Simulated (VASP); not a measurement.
# AlC2 (I4/mmm) in VASP: relaxation of cell and atoms with PBE

Aim: the relaxation of cell and atoms of AlC2 with PBE.

Program: VASP 6.6.1. These are calculated values, not measurements. Logs are shortened: lines on timing, memory, paths and dates and some standing lists are left out, and cuts for length are marked.

## (1) The cell of the first run

The structure is tetragonal, space group I4/mmm (No. 139). Conventional cell: a = 3.293 Å, b = 3.293 Å, c = 5.258 Å, α = 90.00°, β = 90.00°, γ = 90.00°. Within 2.6 Å of Al (site symmetry 4/mmm) lie 10 C at 1.96 to 2.42 Å. C (site symmetry 4mm) has 1 C at 1.34 Å within 1.8 Å.

## (2) Relaxation of cell and atoms, PBE

Contents of INCAR:

```
SYSTEM = AlC2
PREC = Accurate ; ENCUT = 600
EDIFF = 1E-7 ; ISMEAR = 0
SIGMA = 0.1 ; LREAL = .False.
LASPH = .True. ; NELM = 60
ALGO = Normal ; ISIF = 3
LWAVE = .False. ; LCHARG = .False.
GGA = PE ; IBRION = 2
NSW = 100 ; EDIFFG = -0.01
```

Contents of KPOINTS:

```
regular mesh
0
Gamma
  20 20 20
  0 0 0
```

Contents of POSCAR:

```
AlC2
1.0
   -1.6465143239      1.6465143239      2.6291086622
    1.6465143239     -1.6465143239      2.6291086622
    1.6465143239      1.6465143239     -2.6291086622
Al C
1 2
Direct
    0.0000000000      0.0000000000      0.0000000000
    0.6269803306      0.6269803306      0.0000000000
    0.3730196694      0.3730196694      0.0000000000
```

Potentials or basis: VASP PAW PBE potentials, release 64 (Al, C).

Launch:

```
$ cat potpaw_PBE.64/Al/POTCAR potpaw_PBE.64/C/POTCAR > POTCAR
$ mpirun -np 1 vasp_std > vasp.out
```

OUTCAR:

```text
SYSTEM = AlC2
   PREC = Accurate
   ENCUT = 600
   EDIFF = 1E-7
   ISMEAR = 0
   LREAL = .False.
   LASPH = .True.
   NELM = 60
   ISIF = 3
   GGA = PE
   IBRION = 2
   NSW = 100
   EDIFFG = -0.01

 ion  position               nearest neighbor table
   1  0.000  0.000  0.000-   2 1.96   3 1.96   2 2.42   3 2.42   2 2.42   2 2.42   2 2.42   3 2.42
                             3 2.42   3 2.42
   2  0.627  0.627  0.000-   3 1.34   1 1.96   1 2.42   1 2.42   1 2.42   1 2.42
   3  0.373  0.373  0.000-   2 1.34   1 1.96   1 2.42   1 2.42   1 2.42   1 2.42

  LATTYP: Found a body centered tetragonal cell.
 ALAT       =     3.2930286478
 C/A-ratio  =     1.5967724204

  Lattice vectors:

 A1 = (  -1.6465143239,   1.6465143239,   2.6291086622)
 A2 = (   1.6465143239,  -1.6465143239,   2.6291086622)
 A3 = (   1.6465143239,   1.6465143239,  -2.6291086622)

Analysis of symmetry for initial positions (statically):
=====================================================================
 Subroutine PRICEL returns:
 Original cell was already a primitive cell.

 Routine SETGRP: Setting up the symmetry group for a
 body centered tetragonal supercell.

 Subroutine GETGRP returns: Found 16 space group operations
 (whereof 16 operations were pure point group operations)
 out of a pool of 16 trial point group operations.

The static configuration has the point symmetry D_4h.

Analysis of symmetry for dynamics (positions and initial velocities):
=====================================================================
 Subroutine PRICEL returns:
 Original cell was already a primitive cell.

 Routine SETGRP: Setting up the symmetry group for a
 body centered tetragonal supercell.

 Subroutine GETGRP returns: Found 16 space group operations
 (whereof 16 operations were pure point group operations)
 out of a pool of 16 trial point group operations.

The dynamic configuration has the point symmetry D_4h.

 Subroutine INISYM returns: Found 16 space group operations
 (whereof 16 operations are pure point group operations),
 and found     1 'primitive' translations

----------------------------------------------------------------------------------------

                                     Primitive cell

  volume of cell :      28.5102

  direct lattice vectors                    reciprocal lattice vectors
    -1.646514324  1.646514324  2.629108662     0.000000000  0.303671819  0.190178522
     1.646514324 -1.646514324  2.629108662     0.303671819  0.000000000  0.190178522
     1.646514324  1.646514324 -2.629108662     0.303671819  0.303671819  0.000000000

  length of vectors
     3.512012414  3.512012414  3.512012414     0.358307750  0.358307750  0.429456805

  position of ions in fractional coordinates (direct lattice)
     0.000000000  0.000000000  0.000000000
     0.626980331  0.626980331  0.000000000
     0.373019669  0.373019669  0.000000000

  ion indices of the primitive-cell ions
   primitive index   ion index
                 1           1
                 2           2
                 3           3

----------------------------------------------------------------------------------------

 KPOINTS: regular mesh

Automatic generation of k-mesh.
 Grid dimensions read from file:
 generate k-points for:   20   20   20

 Generating k-lattice:

  Cartesian coordinates                     Fractional coordinates (reciprocal lattice)
     0.000000000  0.015183591  0.009508926     0.050000000 -0.000000000  0.000000000
     0.015183591  0.000000000  0.009508926    -0.000000000  0.050000000  0.000000000
     0.015183591  0.015183591  0.000000000     0.000000000  0.000000000  0.050000000

  Length of vectors
     0.017915388  0.017915388  0.021472840

  Shift w.r.t. Gamma in fractional coordinates (k-lattice)
     0.000000000  0.000000000  0.000000000

 Subroutine IBZKPT returns following result:
 ===========================================

 Found    641 irreducible k-points:

 Following reciprocal coordinates:
            Coordinates               Weight
  0.000000  0.000000  0.000000      1.000000
  0.050000 -0.000000  0.000000      8.000000
  0.100000 -0.000000  0.000000      8.000000
  0.150000  0.000000  0.000000      8.000000
  0.200000 -0.000000  0.000000      8.000000
  0.250000  0.000000  0.000000      8.000000
[... 16 lines left out ...]
 -0.400000  0.050000 -0.000000     16.000000
 -0.350000  0.050000 -0.000000     16.000000
 [... further k-points ...]
   k-points           NKPTS =    641   k-points in BZ     NKDIM =    641   number of bands    NBANDS=      9
   number of dos      NEDOS =    301   number of ions     NIONS =      3
   total plane-waves  NPLWV =  21952
   dimension x,y,z NGX =    28 NGY =   28 NGZ =   28
   dimension x,y,z NGXF=    56 NGYF=   56 NGZF=   56
   ions per type =               1   2
   NGX,Y,Z   is equivalent  to a cutoff of  13.25, 13.25, 13.25 a.u.
   NGXF,Y,Z  is equivalent  to a cutoff of  26.51, 26.51, 26.51 a.u.
 SYSTEM =  AlC2
   PREC   = accura    normal or accurate (medium, high low for compatibility)
   ISTART =      0    job   : 0-new  1-cont  2-samecut
   ICHARG =      2    charge: 1-file 2-atom 10-const
   ISPIN  =      1    spin polarized calculation?
   LNONCOLLINEAR =      F non collinear calculations
   LSORBIT =      F    spin-orbit coupling
   LASPH  =      T    aspherical Exc in radial PAW
   ENCUT  =  600.0 eV  44.10 Ry    6.64 a.u.   7.01  7.01  7.01*2*pi/ulx,y,z
   NELM   =     60;   NELMIN=  2; NELMDL= -5     # of ELM steps
   EDIFF  = 0.1E-06   stopping-criterion for ELM
   LREAL  =      F    real-space projection
   EDIFFG = -.1E-01   stopping-criterion for IOM
   NSW    =    100    number of steps for IOM
   IBRION =      2    ionic relax: 0-MD 1-quasi-New 2-CG
   NFREE  =      1    steps in history (QN), initial steepest desc. (CG)
   ISIF   =      3    stress and relaxation
   ISYM   =      2    0-nonsym 1-usesym 2-fastsym
   POTIM  = 0.5000    time-step for ionic-motion
   TEBEG  =    0.0;   TEEND  =   0.0 temperature during run
   PSTRESS=    0.0 pullay stress
   NELECT =      11.0000    total number of electrons
   NUPDOWN=      -1.0000    fix difference up-down
   EMIN   =  10.00;   EMAX   =-10.00  energy-range for DOS
   EFERMI =   0.00;   METHOD = LEGACY
   ISMEAR =     0;   SIGMA  =   0.10  broadening in eV -4-tet -1-fermi 0-gaus
   EFERMI_NEDOS =   21; number of points for ismear=-14 and -15
   IALGO  =     38    algorithm
   IMIX   =      4    mixing-type and parameters
     AMIX     =   0.40;   BMIX     =  1.00
     AMIX_MAG =   1.60;   BMIX_MAG =  1.00
  volume/ion in A,a.u.               =       9.50        64.13
  Fermi-wavevector in a.u.,A,eV,Ry     =   1.191807  2.252188 19.325764  1.420404
  Thomas-Fermi vector in A             =   2.327860
   LORBIT       =      0    0 simple, 1 ext, 2 COOP (PROOUT), +10 PAW based schemes
   GGA     = PE    functional components
   LHFCALC =     F    Hartree Fock is set to
   AEXX    =    0.0000 exact exchange contribution
   IVDW    =     0    specifies the selected vdW correction
   LEPSILON=     F    determine dielectric tensor
   LRPA    =     F    only Hartree local field effects (RPA)
 conjugate gradient relaxation of ions
 non-spin polarized calculation
 Gauss-broadening in eV      SIGMA  =   0.10
  energy-cutoff  :      600.00
  volume of cell :       28.51
 maximum number of plane-waves:       974
   NGX = 15   NGY = 15   NGZ = 15

--------------------------------------- Ionic step        1  -------------------------------------------

 number of electron      11.0000000 magnetization

 Free energy of the ion-electron system (eV)
  ---------------------------------------------------
  ext. energy  EPLUGINS =         0.00000000
  ---------------------------------------------------
  free energy    TOTEN  =       -19.08334536 eV

  energy without entropy =      -19.07771360  energy(sigma->0) =      -19.08052948

------------------------ aborting loop because EDIFF is reached ----------------------------------------

  FORCE on cell =-STRESS in cart. coord.  units (eV):
  Direction    XX          YY          ZZ          XY          YZ          ZX
  --------------------------------------------------------------------------------------
  -------------------------------------------------------------------------------------
  Total        0.0730770      0.0730770      0.1598965      0.0000000      0.0000000      0.0000000
  in kB        4.1066890      4.1066890      8.9856575      0.0000000      0.0000000      0.0000000
  external PRESSURE =       5.7330119 kB  Pullay stress =       0.0000000 kB
[... 170 lines left out ...]
  energy  without entropy=      -19.0780103348  energy(sigma->0) =      -19.08082748

--------------------------------------- Ionic step        6  -------------------------------------------

 number of electron      11.0000000 magnetization

 Free energy of the ion-electron system (eV)
  ---------------------------------------------------
  ext. energy  EPLUGINS =         0.00000000
  ---------------------------------------------------
  free energy    TOTEN  =       -19.08368276 eV

  energy without entropy =      -19.07800840  energy(sigma->0) =      -19.08084558

 E-fermi :   9.5788     XC(G=0): -11.3422

 val. band max:        9.5774190139   @ k =   0.2500   0.0500   0.0500
 cond. band min:       9.5817970380   @ k =   0.1500   0.1500   0.0000
 fundamental gap:      0.0043780241
 Fermi energy:         9.5787781930

 k-point     1 :       0.0000    0.0000    0.0000
  band No.  band energies     occupation
      1      -9.0484      2.00000
      2       1.1582      2.00000
      3       4.0344      2.00000
      4       5.5606      2.00000
      5       5.5606      2.00000
      6       8.8166      2.00000
      7       8.8166      2.00000
      8      13.0644      0.00000
      9      14.3116      0.00000
[... 265 lines left out ...]
 k-point    24 :      -0.3500    0.0500   -0.0000
  band No.  band energies     occupation
      1      -7.8788      2.00000
      2      -1.1335      2.00000
      3       2.6393      2.00000
      4       4.3837      2.00000
      5       4.7681      2.00000
      6       9.9313      0.00000
      7      10.4702      0.00000
      8      12.5916      0.00000
      9      13.5816      0.00000

 [... further k-points ...]

------------------------ aborting loop because EDIFF is reached ----------------------------------------

  FORCE on cell =-STRESS in cart. coord.  units (eV):
  Direction    XX          YY          ZZ          XY          YZ          ZX
  --------------------------------------------------------------------------------------
  -------------------------------------------------------------------------------------
  Total        0.0153048      0.0153048     -0.0077184      0.0000000     -0.0000000      0.0000000
  in kB        0.8553745      0.8553745     -0.4313762      0.0000000     -0.0000000      0.0000000
  external PRESSURE =       0.4264576 kB  Pullay stress =       0.0000000 kB
[... 18 lines left out ...]
  FREE ENERGIE OF THE ION-ELECTRON SYSTEM (eV)
  ---------------------------------------------------
  free  energy   TOTEN  =       -19.0836827631 eV

  energy  without entropy=      -19.0780084013  energy(sigma->0) =      -19.08084558

 reached required accuracy - stopping structural energy minimisation
```

Run time: 13 min. Hardware: 1 thread of Intel Xeon 8259CL, shared host; peak memory 0.34 GiB.

What came out:

```
Free energy                           : -19.0837 eV
Relaxed volume                        : 9.56 Å³/atom
Relaxed cell                          : a = 3.518 Å, b = 3.518 Å, c = 3.518 Å, α = 124.08°, β = 124.08°, γ = 83.06°
Space group after relaxing (to 0.1 Å) : I4/mmm (No. 139)
Energy gained by relaxing             : 0.1 meV/atom
Ionic steps                           : 6
Pressure after relaxing               : 0.0 GPa
Largest force after relaxing          : 0.008 eV/Å
Band gap on the k mesh                : zero (an odd number of electrons rules out a gap without spin polarisation)
```

Forces in eV/Å, atoms in the order of the input:
```
Al   0.000  0.000  0.000
C    0.000  0.000  0.008
C    0.000  0.000 -0.008
```

The path:
```
step  energy change (eV)  largest force (eV/Å)  pressure (GPa)  volume (Å³)
   1              0.0000                0.0302            0.57        28.51
   2             -0.0002                0.0466           -0.19        28.65
   3             -0.0003                0.0431           -0.02        28.62
   4              0.0000                0.1765            0.46        28.68
   5             -0.0003                0.0148            0.11        28.63
   6             -0.0003                0.0083            0.04        28.67
```

Final structure:
```
CELL_PARAMETERS angstrom
-1.64957 1.64957 2.63379
1.64957 -1.64957 2.63379
1.64957 1.64957 -2.63379
ATOMIC_POSITIONS crystal
Al 0.00000 0.00000 0.00000
C 0.62665 0.62665 0.00000
C 0.37335 0.37335 0.00000
```
